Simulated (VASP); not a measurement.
# PN (Pnma) in VASP: notebook, part 2 of 2

VASP 6.6.1. Earlier steps stand in the parts before.

## Step 3: Single point, PBE

This run uses another cell than the first one, of 8.91 Å³/atom.

Contents of INCAR:

```
SYSTEM = PN
ALGO = Normal
EDIFF = 1E-6
ENCUT = 520
GGA = PE
ISIF = 2
ISMEAR = 0
LASPH = .TRUE.
LCHARG = .TRUE.
LELF = .TRUE.
LREAL = .FALSE.
LVHAR = .TRUE.
LWAVE = .FALSE.
NBANDS = 30
NELM = 100
PREC = Accurate
SIGMA = 0.2
```

Contents of KPOINTS:

```
k-points
0
G
  8 6 4
  0 0 0
```

Contents of POSCAR:

```
PN
1.0
    0.0000000000      3.0495527147      0.0000000000
    0.0000000000      0.0000000000      3.7383879454
    6.2510821326      0.0000000000      0.0000000000
P N
4 4
Direct
    0.7500000000      0.8117241708      0.0742320867
    0.2500000000      0.3117241708      0.4257679133
    0.7500000000      0.6882758292      0.5742320867
    0.2500000000      0.1882758292      0.9257679133
    0.2500000000      0.5142051864      0.1577469983
    0.7500000000      0.0142051864      0.3422530017
    0.2500000000      0.9857948136      0.6577469983
    0.7500000000      0.4857948136      0.8422530017
```

Potentials or basis: VASP PAW PBE potentials, release 64 (P, N).

Started as:

```sh
> cat potpaw_PBE.64/P/POTCAR potpaw_PBE.64/N/POTCAR > POTCAR
> mpirun -np 1 vasp_std > vasp.out
```

OUTCAR:

```text
SYSTEM = PN
   EDIFF = 1E-6
   ENCUT = 520
   GGA = PE
   ISIF = 2
   ISMEAR = 0
   LASPH = .TRUE.
   LREAL = .FALSE.
   NELM = 100
   PREC = Accurate

 ion  position               nearest neighbor table
   1  0.750  0.812  0.074-   6 1.84   8 1.89   5 1.96   5 1.96   4 2.27   4 2.27   4 2.94   4 2.94

   2  0.250  0.312  0.426-   5 1.84   7 1.89   6 1.96   6 1.96   3 2.27   3 2.27   3 2.94   3 2.94

   3  0.750  0.688  0.574-   8 1.84   6 1.89   7 1.96   7 1.96   2 2.27   2 2.27   2 2.94   2 2.94

   4  0.250  0.188  0.926-   7 1.84   5 1.89   8 1.96   8 1.96   1 2.27   1 2.27   1 2.94   1 2.94

   5  0.250  0.514  0.158-   2 1.84   4 1.89   1 1.96   1 1.96
   6  0.750  0.014  0.342-   1 1.84   3 1.89   2 1.96   2 1.96
   7  0.250  0.986  0.658-   4 1.84   2 1.89   3 1.96   3 1.96
   8  0.750  0.486  0.842-   3 1.84   1 1.89   4 1.96   4 1.96

  LATTYP: Found a simple orthorhombic cell.
 ALAT       =     3.0495527147
 B/A-ratio  =     1.2258807422
 C/A-ratio  =     2.0498357357

  Lattice vectors:

[... 197 lines left out ...]
 fundamental gap:      0.0682199169
 Fermi energy:        12.3443477701

 k-point     1 :       0.0000    0.0000    0.0000
  band No.  band energies     occupation
      1      -9.9038      2.00000
      2      -7.1191      2.00000
      3      -6.8838      2.00000
      4      -2.9693      2.00000
      5      -1.6229      2.00000
      6       0.1788      2.00000
[... 781 lines left out ...]
     29      19.3460      0.00000
     30      19.5500      0.00000

 [... further k-points ...]

------------------------ aborting loop because EDIFF is reached ----------------------------------------

  FORCE on cell =-STRESS in cart. coord.  units (eV):
  Direction    XX          YY          ZZ          XY          YZ          ZX
  --------------------------------------------------------------------------------------
  -------------------------------------------------------------------------------------
  Total       -0.4043962     -0.4536400     -0.0997264      0.0000000     -0.0000000      0.0000000
  in kB       -9.0916335    -10.1987318     -2.2420478      0.0000000     -0.0000000      0.0000000
  external PRESSURE =      -7.1774710 kB  Pullay stress =       0.0000000 kB

 VOLUME and BASIS-vectors are now :
 -----------------------------------------------------------------------------
  energy-cutoff  :      520.00
  volume of cell :       71.26
      direct lattice vectors                 reciprocal lattice vectors
     0.000000000  3.049552715  0.000000000     0.000000000  0.327916942  0.000000000
     0.000000000  0.000000000  3.738387945     0.000000000  0.000000000  0.267494978
     6.251082133  0.000000000  0.000000000     0.159972302  0.000000000  0.000000000

 POSITION                                       TOTAL-FORCE (eV/Angst)
 -----------------------------------------------------------------------------------
      0.46403      2.28716      3.03454        -0.030447      0.000000      0.066246
      2.66151      0.76239      1.16535         0.030447      0.000000      0.066246
      3.58957      2.28716      2.57304        -0.030447      0.000000     -0.066246
      5.78705      0.76239      0.70385         0.030447      0.000000     -0.066246
      0.98609      0.76239      1.92230         0.015922      0.000000     -0.020895
      2.13945      2.28716      0.05310        -0.015922     -0.000000     -0.020895
      4.11163      0.76239      3.68528         0.015922      0.000000      0.020895
      5.26499      2.28716      1.81609        -0.015922     -0.000000      0.020895
 -----------------------------------------------------------------------------------
    total drift:                                0.000000     -0.000000      0.000000

  FREE ENERGIE OF THE ION-ELECTRON SYSTEM (eV)
  ---------------------------------------------------
  free  energy   TOTEN  =       -52.6003252104 eV

  energy  without entropy=      -52.5905330918  energy(sigma->0) =      -52.59542915
```

stdout:

```text
POSCAR found type information on POSCAR P N
 POSCAR found :  2 types and       8 ions
 scaLAPACK will be used
 LDA part: xc-table for (Slater+PW92), standard interpolation
 POSCAR, INCAR and KPOINTS ok, starting setup
 FFT: planning ... GRIDC
 FFT: planning ... GRID_SOFT
 FFT: planning ... GRID
 WAVECAR not read
 entering main loop
```

Run time: 41 s. Hardware: 1 thread of Intel Xeon 6975P-C (Granite Rapids), shared host; peak memory 0.22 GiB.

Results:

```
Free energy            : -52.6003 eV
Pressure               : -0.7 GPa
Largest force          : 0.073 eV/Å
Band gap on the k mesh : zero (bands 20 and 21 overlap by 0.46 eV)
```

Forces in eV/Å, atoms in the order of the input:
```
P   -0.030  0.000  0.066
P    0.030  0.000  0.066
P   -0.030  0.000 -0.066
P    0.030  0.000 -0.066
N    0.016  0.000 -0.021
N   -0.016  0.000 -0.021
N    0.016  0.000  0.021
N   -0.016  0.000  0.021
```

Stress tensor (GPa, compression positive):
```
-0.91  0.00  0.00
 0.00 -1.02  0.00
 0.00  0.00 -0.22
```

Levels at points of the mesh, in eV from the Fermi level:
| k point | band 18 | band 19 | band 20 | band 21 | band 22 | band 23 |
| --- | --- | --- | --- | --- | --- | --- |
| (0.00, 0.00, 0.00) | -3.00 | -1.05 | -0.25 | 1.79 | 2.07 | 2.60 |
| (0.50, 0.00, 0.00) | -4.97 | -2.25 | -2.25 | 0.17 | 0.17 | 1.88 |
| (0.00, 0.50, 0.00) | -4.22 | -1.08 | -1.08 | 0.06 | 0.06 | 1.63 |
| (0.50, 0.50, 0.00) | -2.96 | -2.90 | -2.90 | 1.99 | 1.99 | 4.48 |
| (0.00, 0.00, 0.50) | -3.94 | 0.34 | 0.34 | 0.66 | 0.66 | 1.15 |
| (0.50, 0.00, 0.50) | -4.61 | -4.61 | -4.61 | 1.83 | 1.83 | 1.83 |
| (0.00, 0.50, 0.50) | -4.72 | -0.62 | -0.62 | 1.01 | 1.01 | 1.41 |
| (0.50, 0.50, 0.50) | -1.85 | -1.85 | -1.85 | 3.93 | 3.93 | 3.93 |

## Step 4: Single point, PBE

This run uses another cell than the first one, of 8.89 Å³/atom.

Contents of INCAR:

```
SYSTEM = PN
ALGO = Normal ; EDIFF = 1E-6
ENCUT = 520 ; GGA = PE
ISIF = 2 ; ISMEAR = 0
LASPH = .TRUE. ; LCHARG = .TRUE.
LELF = .TRUE. ; LREAL = .FALSE.
LVHAR = .TRUE. ; LWAVE = .FALSE.
NBANDS = 30 ; NELM = 60
PREC = Accurate ; SIGMA = 0.1
```

Contents of KPOINTS:

```
k-points
0
G
  4 6 6
  0 0 0
```

Contents of POSCAR:

```
PN
1.0
    6.2488914060      0.0000000000      0.0000000000
    0.0000000000      3.0448822647      0.0000000000
    0.0000000000      0.0000000000      3.7388952086
P N
4 4
Direct
    0.0737217862      0.7500000000      0.8119498405
    0.4262782138      0.2500000000      0.3119498405
    0.5737217862      0.7500000000      0.6880501595
    0.9262782138      0.2500000000      0.1880501595
    0.1577016150      0.2500000000      0.5136045045
    0.3422983850      0.7500000000      0.0136045045
    0.6577016150      0.2500000000      0.9863954955
    0.8422983850      0.7500000000      0.4863954955
```

Started as:

```sh
> cat potpaw_PBE.64/P/POTCAR potpaw_PBE.64/N/POTCAR > POTCAR
> mpirun -np 1 vasp_std > vasp.out
```

Wall time 35 s (1 thread of Intel Xeon 6975P-C (Granite Rapids), shared host); peak memory 0.21 GiB.

Results (log left out):

```yaml
Free_energy: -52.6263 eV
Pressure: -0.6 GPa
Largest_force: 0.012 eV/Å
Band_gap_on_the_k_mesh: zero (bands 20 and 21 overlap by 0.51 eV)
```

Forces in eV/Å, atoms in the order of the input:
```
P    0.009  0.000 -0.008
P   -0.009  0.000 -0.008
P    0.009  0.000  0.008
P   -0.009  0.000  0.008
N    0.005  0.000 -0.005
N   -0.005  0.000 -0.005
N    0.005  0.000  0.005
N   -0.005  0.000  0.005
```

Stress tensor (GPa, compression positive):
```
-0.87  0.00  0.00
 0.00 -0.40  0.00
 0.00  0.00 -0.50
```

Levels at points of the mesh, in eV from the Fermi level:
```csv
k point,band 17,band 18,band 19,band 20,band 21,band 22,band 23,band 24
"(0.00, 0.00, 0.00)",-3.82,-2.98,-1.03,-0.28,1.81,2.02,2.62,3.18
"(0.50, 0.00, 0.00)",-3.93,-3.93,0.35,0.35,0.63,0.63,1.16,1.16
"(0.00, 0.50, 0.00)",-5.01,-5.01,-2.26,-2.26,0.13,0.13,1.84,1.84
"(0.50, 0.50, 0.00)",-4.64,-4.64,-4.64,-4.64,1.80,1.80,1.80,1.80
"(0.00, 0.00, 0.50)",-4.25,-4.25,-1.13,-1.13,0.07,0.07,1.64,1.64
"(0.50, 0.00, 0.50)",-4.75,-4.75,-0.66,-0.66,1.01,1.01,1.42,1.42
"(0.00, 0.50, 0.50)",-2.98,-2.98,-2.93,-2.93,1.96,1.96,4.46,4.46
"(0.50, 0.50, 0.50)",-1.87,-1.87,-1.87,-1.87,3.91,3.91,3.91,3.91
```

## Step 5: Relaxation of cell and atoms, PBE

Contents of INCAR:

```
SYSTEM = PN
ALGO = Normal
EDIFF = 1E-6
EDIFFG = -0.04
ENCUT = 600
GGA = PE
IBRION = 2
ISIF = 3
ISMEAR = 0
LASPH = .TRUE.
LCHARG = .FALSE.
LREAL = .FALSE.
LWAVE = .FALSE.
NELM = 100
NSW = 90
PREC = Accurate
SIGMA = 0.1
```

KPOINTS is that of step 4.

Contents of POSCAR:

```
PN
1.0
    5.5550880200      0.0000000000      0.0000000000
    0.0000000000      2.5705060200      0.0000000000
    0.0000000000      0.0000000000      3.2272151900
P N
4 4
Direct
    0.0564999900      0.7500000000      0.8499500200
    0.4435000100      0.2500000000      0.3499500200
    0.5564999900      0.7500000000      0.6500499800
    0.9435000100      0.2500000000      0.1500499800
    0.1542829900      0.2500000000      0.5311769800
    0.3457170100      0.7500000000      0.0311769800
    0.6542829900      0.2500000000      0.9688230200
    0.8457170100      0.7500000000      0.4688230200
```

Started as:

```sh
> cat potpaw_PBE.64/P/POTCAR potpaw_PBE.64/N/POTCAR > POTCAR
> mpirun -np 1 vasp_std > vasp.out
```

It took 19 min on 1 thread of Intel Xeon 6975P-C (Granite Rapids), shared host; peak memory 0.23 GiB.

Results (log left out):

* Free energy: -53.9652 eV
* Relaxed volume: 10.21 Å³/atom
* Relaxed cell: a = 6.662 Å, b = 2.873 Å, c = 4.269 Å, α = 90.00°, β = 90.00°, γ = 90.00°
* Space group after relaxing (to 0.1 Å): Pnma (No. 62)
* Energy gained by relaxing: 2739.1 meV/atom
* Ionic steps: 85
* Pressure after relaxing: 0.0 GPa
* Largest force after relaxing: 0.014 eV/Å

Forces in eV/Å, atoms in the order of the input:
```
P    0.005  0.000  0.008
P   -0.005  0.000  0.008
P    0.005  0.000 -0.008
P   -0.005  0.000 -0.008
N   -0.014  0.000  0.004
N    0.014  0.000  0.004
N   -0.014  0.000 -0.004
N    0.014  0.000 -0.004
```

Stress tensor (GPa, compression positive):
```
-0.20  0.00  0.00
 0.00  0.28  0.00
 0.00  0.00 -0.08
```

The path:
| step | energy change (eV) | largest force (eV/Å) | pressure (GPa) | volume (Å³) |
| --- | --- | --- | --- | --- |
| 1 | 0.0000 | 20.6835 | 303.03 | 46.08 |
| 4 | -15.7506 | 3.6071 | 13.91 | 79.65 |
| 7 | -17.9584 | 1.7040 | -14.00 | 90.07 |
| 10 | -20.1048 | 1.1261 | -6.33 | 84.48 |
| 13 | -20.6373 | 0.7464 | 8.54 | 80.51 |
| 16 | -21.2305 | 0.7791 | -5.95 | 89.92 |
| 19 | -21.4167 | 0.2029 | -0.07 | 89.25 |
| 22 | -21.4288 | 0.2426 | -0.27 | 88.67 |
| 25 | -21.4509 | 0.1168 | 0.15 | 87.65 |
| 28 | -21.4581 | 0.1565 | -0.14 | 87.82 |
| 31 | -21.4680 | 0.4075 | -2.82 | 88.29 |
| 34 | -21.4744 | 0.2933 | -1.89 | 88.04 |
| 37 | -21.5101 | 0.2361 | -0.29 | 86.90 |
| 40 | -20.8093 | 1.7189 | 20.13 | 77.84 |
| 43 | -21.6680 | 0.2858 | 5.87 | 82.15 |
| 46 | -21.6776 | 0.3292 | 6.43 | 81.73 |
| 49 | -21.6852 | 0.3406 | 6.39 | 81.66 |
| 52 | -21.7821 | 0.2733 | 2.62 | 82.81 |
| 55 | -21.8404 | 0.2905 | -1.82 | 84.32 |
| 58 | -21.8597 | 0.1425 | -0.28 | 83.75 |
| 61 | -21.8697 | 0.2403 | -0.06 | 82.97 |
| 64 | -21.8756 | 0.1040 | 0.39 | 82.58 |
| 67 | -21.8797 | 0.1840 | 0.28 | 82.86 |
| 70 | -21.8869 | 0.0889 | -0.74 | 83.20 |
| 73 | -21.8926 | 0.1194 | 0.59 | 82.51 |
| 76 | -21.8996 | 0.2740 | -0.83 | 82.21 |
| 79 | -21.9099 | 0.1059 | -0.13 | 81.98 |
| 82 | -21.9116 | 0.0539 | -0.04 | 81.80 |
| 85 | -21.9130 | 0.0144 | 0.00 | 81.70 |

Final structure:
```cif
data_structure
_symmetry_space_group_name_H-M 'P 1'
_symmetry_Int_Tables_number 1
_cell_length_a 6.6616
_cell_length_b 2.8729
_cell_length_c 4.2690
_cell_angle_alpha 90.000
_cell_angle_beta 90.000
_cell_angle_gamma 90.000
_cell_volume 81.70
loop_
_atom_site_label
_atom_site_type_symbol
_atom_site_fract_x
_atom_site_fract_y
_atom_site_fract_z
_atom_site_occupancy
P1 P 0.12195 0.75000 0.87510 1
P2 P 0.37805 0.25000 0.37510 1
P3 P 0.62195 0.75000 0.62490 1
P4 P 0.87805 0.25000 0.12490 1
N1 N 0.20138 0.25000 0.66690 1
N2 N 0.29862 0.75000 0.16690 1
N3 N 0.70138 0.25000 0.83310 1
N4 N 0.79862 0.75000 0.33310 1
```

Levels at points of the mesh, in eV from the Fermi level:
```tsv
k point	band 17	band 18	band 19	band 20	band 21	band 22	band 23	band 24
(0.00, 0.00, 0.00)	-3.57	-3.26	-2.44	-1.26	0.31	0.32	1.67	1.87
(0.50, 0.00, 0.00)	-3.07	-3.07	-1.47	-1.47	1.00	1.00	1.32	1.32
(0.00, 0.50, 0.00)	-4.49	-4.49	-4.41	-4.41	1.76	1.76	3.15	3.15
(0.50, 0.50, 0.00)	-4.37	-4.37	-4.37	-4.37	1.31	1.31	1.31	1.31
(0.00, 0.00, 0.50)	-4.72	-4.72	-0.14	-0.14	0.97	0.97	1.90	1.90
(0.50, 0.00, 0.50)	-3.98	-3.98	-0.51	-0.51	1.01	1.01	2.00	2.24
(0.00, 0.50, 0.50)	-3.42	-3.42	-3.35	-3.35	1.11	1.11	1.25	1.25
(0.50, 0.50, 0.50)	-3.50	-3.50	-3.50	-3.50	2.19	2.19	2.19	2.19
```

Caveat: the k points lie up to 0.36 Å⁻¹ apart in the final cell; the volume moved by over 15 % at a fixed basis, so the end points are rough.

## Step 6: Overview

| task | cell | k mesh | cutoff (eV) | smearing | gap on the mesh (eV) | pressure (GPa) | largest force (eV/Å) |
| --- | --- | --- | --- | --- | --- | --- | --- |
| single point | a = 5.555, b = 2.571, c = 3.227 Å, 8 atoms, atomic positions A | 4 × 6 × 6 | 520 | gaussian 0.1 eV | none | 303.1 | 20.69 |
| single point | a = 3.050, b = 3.738, c = 6.251 Å, 8 atoms, atomic positions B | 8 × 6 × 4 | 520 | gaussian 0.2 eV | none | -0.7 | 0.07 |
| single point | a = 6.249, b = 3.045, c = 3.739 Å, 8 atoms, atomic positions B | 4 × 6 × 6 | 520 | gaussian 0.1 eV | none | -0.6 | 0.01 |
| relaxation of cell and atoms | relaxed from a = 5.555, b = 2.571, c = 3.227 Å, 8 atoms, atomic positions A | 4 × 6 × 6 | 600 | gaussian 0.1 eV | - | 0.0 | 0.01 |

Alike in all rows: level PBE; potentials or basis VASP PAW PBE potentials, release 64 (P, N); no spin polarisation.

Caveats: some runs use coarse meshes; forces of over 1 eV/Å act on the atoms, so gaps and moduli don't describe the material at rest (at least some runs); the volume moved by over 15 % at a fixed basis, so the end points are rough (at least some runs).

Absolute energies hang on the potentials; compare differences alone.
